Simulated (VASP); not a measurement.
# HPt6 in VASP: notebook

The runs below take HPt6 through single point, with PBE.

Everything below comes from runs of VASP 6.6.1. Logs are shortened: lines on timing, memory, paths and dates and some standing lists are left out, and cuts for length are marked.

### Step 1. The cell of the first run

The cell holds a slab with vacuum, 14 atoms: a = 5.614 Å, b = 5.614 Å, c = 21.851 Å, α = 90.00°, β = 90.00°, γ = 90.00°.

### Step 2. Single point, PBE

INCAR reads:

```
SYSTEM = HPt6
PREC     = Accurate       ! precision mode
ENCUT    = 520            ! plane-wave cutoff, eV
EDIFF    = 1E-6           ! SCF threshold, eV
ISMEAR   = 0              ! smearing method
SIGMA    = 0.1            ! smearing width, eV
LREAL    = .False.        ! projectors in reciprocal space
LASPH    = .True.         ! aspherical terms in the spheres
NELM     = 100            ! most SCF steps
ALGO     = Normal         ! electronic algorithm
ISIF     = 2              ! what is computed and relaxed
LWAVE    = .False.        ! write WAVECAR
LCHARG   = .False.        ! write CHGCAR
LDIPOL   = .True.       
IDIPOL   = 3            
DIPOL    = 0.5 0.5 0.307
GGA      = PE             ! functional
NBANDS   = 74             ! bands
```

KPOINTS reads:

```
regular mesh
0
Gamma
  5 5 1
  0 0 0
```

POSCAR reads:

```
HPt6
1.0
    5.6143281343      0.0000000000      0.0000000000
    0.0000000000      5.6143281343      0.0000000000
    0.0000000000      0.0000000000     21.8513792319
Pt H
12 2
Direct
    0.2500000000      0.2500000000      0.1830548066
    0.2500000000      0.7500000000      0.1830548066
    0.7500000000      0.2500000000      0.1830548066
    0.7500000000      0.7500000000      0.1830548066
    0.0000000000      0.0000000000      0.2712126041
    0.0000000000      0.5000000000      0.2712126041
    0.5000000000      0.0000000000      0.2712126041
    0.5000000000      0.5000000000      0.2712126041
    0.2500000000      0.2500000000      0.3593081768
    0.2500000000      0.7500000000      0.3593081768
    0.7500000000      0.2500000000      0.3593081768
    0.7500000000      0.7500000000      0.3593081768
   -0.0578876033      0.0000000000      0.5240575028
    0.0578876033      0.0000000000      0.5240575028
```

Potentials or basis: VASP PAW PBE potentials, release 64 (Pt, H).

Command:

```
$ cat potpaw_PBE.64/Pt/POTCAR potpaw_PBE.64/H/POTCAR > POTCAR
$ mpirun -np 1 vasp_std > vasp.out
```

OUTCAR:

```text
SYSTEM = HPt6
   PREC = Accurate
   ENCUT = 520
   EDIFF = 1E-6
   ISMEAR = 0
   LREAL = .False.
   LASPH = .True.
   NELM = 100
   ISIF = 2
   GGA = PE

 ion  position               nearest neighbor table
   1  0.250  0.250  0.183-   5 2.77   6 2.77   7 2.77   8 2.77   2 2.81   3 2.81   2 2.81   3 2.81

   2  0.250  0.750  0.183-   5 2.77   6 2.77   7 2.77   8 2.77   1 2.81   4 2.81   1 2.81   4 2.81

   3  0.750  0.250  0.183-   5 2.77   6 2.77   7 2.77   8 2.77   1 2.81   4 2.81   4 2.81   1 2.81
[... 15 lines left out ...]
  11  0.750  0.250  0.359-   5 2.77   6 2.77   7 2.77   8 2.77   9 2.81  12 2.81  12 2.81   9 2.81

  12  0.750  0.750  0.359-   5 2.77   6 2.77   7 2.77   8 2.77  10 2.81  11 2.81  11 2.81  10 2.81

  13  0.942  0.000  0.524-  14 0.65
  14  0.058  0.000  0.524-  13 0.65

  LATTYP: Found a simple tetragonal cell.
 ALAT       =     5.6143281343
 C/A-ratio  =     3.8920737636

  Lattice vectors:

 A1 = (   5.6143281343,   0.0000000000,   0.0000000000)
 A2 = (   0.0000000000,   5.6143281343,   0.0000000000)
 A3 = (   0.0000000000,   0.0000000000,  21.8513792319)

Analysis of symmetry for initial positions (statically):
=====================================================================
 Subroutine PRICEL returns:
 Original cell was already a primitive cell.

 Routine SETGRP: Setting up the symmetry group for a
 simple tetragonal supercell.

 Subroutine GETGRP returns: Found  4 space group operations
 (whereof  4 operations were pure point group operations)
 out of a pool of 16 trial point group operations.

The static configuration has the point symmetry C_2v.

Analysis of symmetry for dynamics (positions and initial velocities):
=====================================================================
 Subroutine PRICEL returns:
 Original cell was already a primitive cell.

 Routine SETGRP: Setting up the symmetry group for a
 simple tetragonal supercell.

 Subroutine GETGRP returns: Found  4 space group operations
 (whereof  4 operations were pure point group operations)
 out of a pool of 16 trial point group operations.

The dynamic configuration has the point symmetry C_2v.

 Subroutine INISYM returns: Found  4 space group operations
 (whereof  4 operations are pure point group operations),
 and found     1 'primitive' translations

[... 124 lines left out ...]
  Fermi-wavevector in a.u.,A,eV,Ry     =   0.919397  1.737409 11.500891  0.845292
  Thomas-Fermi vector in A             =   2.044587
   LORBIT       =      0    0 simple, 1 ext, 2 COOP (PROOUT), +10 PAW based schemes
   GGA     = PE    functional components
   LHFCALC =     F    Hartree Fock is set to
   AEXX    =    0.0000 exact exchange contribution
   IVDW    =     0    specifies the selected vdW correction
   LEPSILON=     F    determine dielectric tensor
   LRPA    =     F    only Hartree local field effects (RPA)
 non-spin polarized calculation
 Gauss-broadening in eV      SIGMA  =   0.10
  energy-cutoff  :      520.00
  volume of cell :      688.77
 maximum number of plane-waves:     18583
 NGX is ok and might be reduce to    42
   NGX = 21   NGY = 21   NGZ = 81

 dipolmoment           0.000000      0.000000      0.000109 electrons x Angstroem

 number of electron     122.0000010 magnetization

 dipolmoment           0.000000      0.000000     -0.004257 electrons x Angstroem

 Free energy of the ion-electron system (eV)
  ---------------------------------------------------
  ext. energy  EPLUGINS =         0.00000000
  ---------------------------------------------------
  free energy    TOTEN  =       -72.52875775 eV

  energy without entropy =      -72.41118449  energy(sigma->0) =      -72.46997112

 E-fermi :  -1.2183     XC(G=0):  -4.6899

 val. band max:       -1.2308463239   @ k =   0.4000   0.4000   0.0000
 cond. band min:      -1.2171210160   @ k =   0.2000   0.2000   0.0000
 fundamental gap:      0.0137253078
 Fermi energy:        -1.2183023548

 k-point     1 :       0.0000    0.0000    0.0000
  band No.  band energies     occupation
      1     -10.0674      2.00000
      2      -7.6748      2.00000
      3      -7.6747      2.00000
      4      -7.5587      2.00000
      5      -7.4399      2.00000
      6      -7.4399      2.00000
[... 673 lines left out ...]
     72       2.3082      0.00000
     73       3.1358      0.00000
 [bands above 73 left out]

------------------------ aborting loop because EDIFF is reached ----------------------------------------

 vacuum level on the upper side and lower side of the slab       (xc-potential included)        -0.149        -0.130

  FORCE on cell =-STRESS in cart. coord.  units (eV):
  Direction    XX          YY          ZZ          XY          YZ          ZX
  --------------------------------------------------------------------------------------
  -------------------------------------------------------------------------------------
  Total      -10.1122787    -13.2836425     -0.2292318      0.0000000      0.0000000      0.0000000
  in kB      -23.5225920    -30.8996332     -0.5332257      0.0000000      0.0000000      0.0000000
  external PRESSURE =     -18.3184836 kB  Pullay stress =       0.0000000 kB

 VOLUME and BASIS-vectors are now :
 -----------------------------------------------------------------------------
  energy-cutoff  :      520.00
  volume of cell :      688.77
      direct lattice vectors                 reciprocal lattice vectors
     5.614328134  0.000000000  0.000000000     0.178115703  0.000000000  0.000000000
     0.000000000  5.614328134  0.000000000     0.000000000  0.178115703  0.000000000
     0.000000000  0.000000000 21.851379232     0.000000000  0.000000000  0.045763702

 POSITION                                       TOTAL-FORCE (eV/Angst)
 -----------------------------------------------------------------------------------
      1.40358      1.40358      4.00000        -0.000833     -0.000357      0.009988
      1.40358      4.21075      4.00000        -0.000833      0.000357      0.009988
      4.21075      1.40358      4.00000         0.000833     -0.000357      0.009988
      4.21075      4.21075      4.00000         0.000833      0.000357      0.009988
      0.00000      0.00000      5.92637         0.000000     -0.000000     -0.009902
      0.00000      2.80716      5.92637         0.000000     -0.000000     -0.007100
      2.80716      0.00000      5.92637         0.000000     -0.000000     -0.008056
      2.80716      2.80716      5.92637         0.000000     -0.000000     -0.013567
      1.40358      1.40358      7.85138         0.001127      0.000271     -0.002909
      1.40358      4.21075      7.85138         0.001127     -0.000271     -0.002909
      4.21075      1.40358      7.85138        -0.001127      0.000271     -0.002909
      4.21075      4.21075      7.85138        -0.001127     -0.000271     -0.002909
      5.28933      0.00000     11.45138        -4.888571     -0.000000      0.005155
      0.32500      0.00000     11.45138         4.888571     -0.000000      0.005155
 -----------------------------------------------------------------------------------
    total drift:                                0.000000      0.000000     -0.000221

  FREE ENERGIE OF THE ION-ELECTRON SYSTEM (eV)
  ---------------------------------------------------
  free  energy   TOTEN  =       -72.5287577539 eV

  energy  without entropy=      -72.4111844931  energy(sigma->0) =      -72.46997112

 vacuum level on the upper side and lower side of the slab         4.343         4.369
```

Run time: 13 min. Hardware: 1 thread of Intel Xeon 6975P-C (Granite Rapids), shared host; peak memory 0.8 GiB.

Results:

* Free energy: -72.5288 eV
* Largest force: 4.889 eV/Å
* Band gap on the k mesh: zero (bands 61 and 62 overlap by 0.16 eV)

Forces in eV/Å, atoms in the order of the input:
```
Pt  -0.001  0.000  0.010
Pt  -0.001  0.000  0.010
Pt   0.001  0.000  0.010
Pt   0.001  0.000  0.010
Pt   0.000  0.000 -0.010
Pt   0.000  0.000 -0.007
Pt   0.000  0.000 -0.008
Pt   0.000  0.000 -0.014
Pt   0.001  0.000 -0.003
Pt   0.001  0.000 -0.003
Pt  -0.001  0.000 -0.003
Pt  -0.001  0.000 -0.003
H   -4.889  0.000  0.005
H    4.889  0.000  0.005
```

Levels at points of the mesh, in eV from the Fermi level:
| k point | band 58 | band 59 | band 60 | band 61 | band 62 | band 63 | band 64 | band 65 |
| --- | --- | --- | --- | --- | --- | --- | --- | --- |
| (0.00, 0.00, 0.00) | 0.04 | 0.08 | 0.14 | 0.14 | 0.34 | 0.79 | 0.79 | 0.83 |

Caveat: spin-orbit coupling is left out, which moves the levels of the heavy elements.

### Step 3. Single point, PBE

INCAR reads:

```
SYSTEM = HPt6
PREC = Accurate
ENCUT = 520
EDIFF = 1E-7
ISMEAR = 0
SIGMA = 0.1
LREAL = .FALSE.
LASPH = .TRUE.
NELM = 80
ALGO = Normal
ISIF = 2
LWAVE = .FALSE.
LCHARG = .TRUE.
LDIPOL = .TRUE.
IDIPOL = 3
DIPOL = 0.5 0.5 0.287
GGA = PE
LELF = .TRUE.
LVHAR = .TRUE.
LVACPOTAV = .TRUE.
NBANDS = 74
```

KPOINTS reads:

```
Automatic mesh
0
G
  5 5 1
  0 0 0
```

POSCAR, as its differences from that of step 2:

```diff
@@ -20,3 +20,3 @@
     0.7500000000      0.7500000000      0.3593081768
-   -0.0578876033      0.0000000000      0.5240575028
-    0.0578876033      0.0000000000      0.5240575028
+   -0.0818441653      0.0000000000      0.3799018425
+    0.0818441653      0.0000000000      0.3799018425
```

Potentials or basis: VASP PAW PBE potentials, release 64 (Pt, H).

Command:

```
$ cat potpaw_PBE.64/Pt/POTCAR potpaw_PBE.64/H/POTCAR > POTCAR
$ mpirun -np 1 vasp_std > vasp.out
```

Run time: 13 min. Hardware: 1 thread of Intel Xeon 6975P-C (Granite Rapids), shared host; peak memory 0.78 GiB.

Results (log left out):

```yaml
Free_energy: -72.0730 eV
Largest_force: 2.782 eV/Å
Band_gap_on_the_k_mesh: zero (bands 61 and 62 overlap by 0.15 eV)
```

Forces in eV/Å, atoms in the order of the input:
```
Pt  -0.017  0.013 -0.034
Pt  -0.017 -0.013 -0.034
Pt   0.017  0.013 -0.034
Pt   0.017 -0.013 -0.034
Pt   0.000  0.000 -1.433
Pt   0.000  0.000 -0.459
Pt   0.000  0.000 -0.522
Pt   0.000  0.000  0.123
Pt   0.623  0.877  0.123
Pt   0.623 -0.877  0.123
Pt  -0.623  0.877  0.123
Pt  -0.623 -0.877  0.123
H   -2.607  0.000  0.969
H    2.607  0.000  0.969
```

Levels at points of the mesh, in eV from the Fermi level:
```csv
k point,band 57,band 58,band 59,band 60,band 61,band 62,band 63,band 64
"(0.00, 0.00, 0.00)",-0.04,0.02,0.03,0.08,0.08,0.37,0.60,0.70
```

Caveat: spin-orbit coupling is left out, which moves the levels of the heavy elements.

### Step 4. Single point, PBE

INCAR reads:

```
SYSTEM = HPt6
PREC = Accurate
ENCUT = 520
EDIFF = 1E-6
ISMEAR = 0
SIGMA = 0.1
LREAL = .False.
LASPH = .True.
NELM = 60
ALGO = Normal
ISIF = 2
LWAVE = .False.
LCHARG = .True.
LDIPOL = .True.
IDIPOL = 3
DIPOL = 0.5 0.5 0.295
GGA = PE
LELF = .True.
LVHAR = .True.
LVACPOTAV = .True.
NBANDS = 74
```

KPOINTS reads:

```
regular mesh
0
Gamma
  5 5 1
  0 0 0
```

POSCAR, as its differences from that of step 3:

```diff
@@ -20,3 +20,3 @@
     0.7500000000      0.7500000000      0.3593081768
-   -0.0818441653      0.0000000000      0.3799018425
-    0.0818441653      0.0000000000      0.3799018425
+   -0.1331414877      0.0000000000      0.4384793806
+    0.1331414877      0.0000000000      0.4384793806
```

Command:

```
$ cat potpaw_PBE.64/Pt/POTCAR potpaw_PBE.64/H/POTCAR > POTCAR
$ mpirun -np 1 vasp_std > vasp.out
```

Run time: 14 min. Hardware: 1 thread of Intel Xeon 6975P-C (Granite Rapids), shared host; peak memory 0.79 GiB.

It converged, with:

```
Free energy            : -71.4937 eV
Largest force          : 1.539 eV/Å
Band gap on the k mesh : zero (bands 61 and 62 overlap by 0.38 eV)
```

Forces on the atoms (eV/Å):
```
Pt   0.018  0.044 -0.036
Pt   0.018 -0.044 -0.036
Pt  -0.018  0.044 -0.036
Pt  -0.018 -0.044 -0.036
Pt   0.000  0.000 -0.265
Pt   0.000  0.000 -0.114
Pt   0.000  0.000 -0.241
Pt   0.000  0.000  0.158
Pt  -0.169 -0.276  0.909
Pt  -0.169  0.276  0.909
Pt   0.169 -0.276  0.909
Pt   0.169  0.276  0.909
H    0.266  0.000 -1.515
H   -0.266  0.000 -1.515
```

Levels at points of the mesh, in eV from the Fermi level:
```csv
k point,band 59,band 60,band 61,band 62,band 63,band 64
"(0.00, 0.00, 0.00)",0.09,0.10,0.31,0.33,0.74,0.75
```

Caveat: spin-orbit coupling is left out, which moves the levels of the heavy elements.

### Step 5. Single point, PBE

INCAR reads:

```
SYSTEM = HPt6
PREC = Accurate ; ENCUT = 520
EDIFF = 1E-6 ; ISMEAR = 0
SIGMA = 0.1 ; LREAL = .FALSE.
LASPH = .TRUE. ; NELM = 80
ALGO = Normal ; ISIF = 2
LWAVE = .FALSE. ; LCHARG = .FALSE.
LDIPOL = .TRUE. ; IDIPOL = 3
DIPOL = 0.5 0.5 0.287 ; GGA = PE
NBANDS = 74
```

KPOINTS reads:

```
Automatic mesh
0
G
  5 5 1
  0 0 0
```

POSCAR, as its differences from that of step 4:

```diff
@@ -20,3 +20,3 @@
     0.7500000000      0.7500000000      0.3593081768
-   -0.1331414877      0.0000000000      0.4384793806
-    0.1331414877      0.0000000000      0.4384793806
+   -0.1990442976      0.0000000000      0.3799018425
+    0.1990442976      0.0000000000      0.3799018425
```

Command:

```
$ cat potpaw_PBE.64/Pt/POTCAR potpaw_PBE.64/H/POTCAR > POTCAR
$ mpirun -np 1 vasp_std > vasp.out
```

Run time: 18 min. Hardware: 1 thread of Intel Xeon 6975P-C (Granite Rapids), shared host; peak memory 0.78 GiB.

The run converged. Its results:

| Item | Value |
| --- | --- |
| Free energy | -71.7928 eV |
| Largest force | 4.018 eV/Å |
| Band gap on the k mesh | zero (bands 61 and 62 overlap by 0.22 eV) |

Forces on the atoms (eV/Å):
```
Pt  -0.030  0.083 -0.030
Pt  -0.030 -0.083 -0.030
Pt   0.030  0.083 -0.030
Pt   0.030 -0.083 -0.030
Pt   0.000  0.000 -0.993
Pt   0.000  0.000 -0.302
Pt   0.000  0.000 -0.692
Pt   0.000  0.000 -0.227
Pt   0.746  3.846 -0.894
Pt   0.746 -3.846 -0.894
Pt  -0.746  3.846 -0.894
Pt  -0.746 -3.846 -0.894
H    1.253  0.000  2.956
H   -1.253  0.000  2.956
```

Levels at points of the mesh, in eV from the Fermi level:
| k point | band 57 | band 58 | band 59 | band 60 | band 61 | band 62 | band 63 | band 64 | band 65 | band 66 |
| --- | --- | --- | --- | --- | --- | --- | --- | --- | --- | --- |
| (0.00, 0.00, 0.00) | 0.03 | 0.05 | 0.05 | 0.12 | 0.15 | 0.39 | 0.48 | 0.66 | 0.86 | 1.55 |

Caveat: spin-orbit coupling is left out, which moves the levels of the heavy elements.

### Step 6. Overview

```tsv
cell	gap on the mesh (eV)	largest force (eV/Å)
as given, atomic positions A	none	4.89
as given, atomic positions B	none	2.78
as given, atomic positions C	none	1.54
as given, atomic positions D	none	4.02
```

Alike in all rows: task single point; level PBE; potentials or basis VASP PAW PBE potentials, release 64 (Pt, H); no spin polarisation; k mesh 5 × 5 × 1; cutoff (eV) 520; smearing gaussian 0.1 eV.

Caveats: spin-orbit coupling is left out, which moves the levels of the heavy elements.

Absolute energies hang on the potentials; compare differences alone.
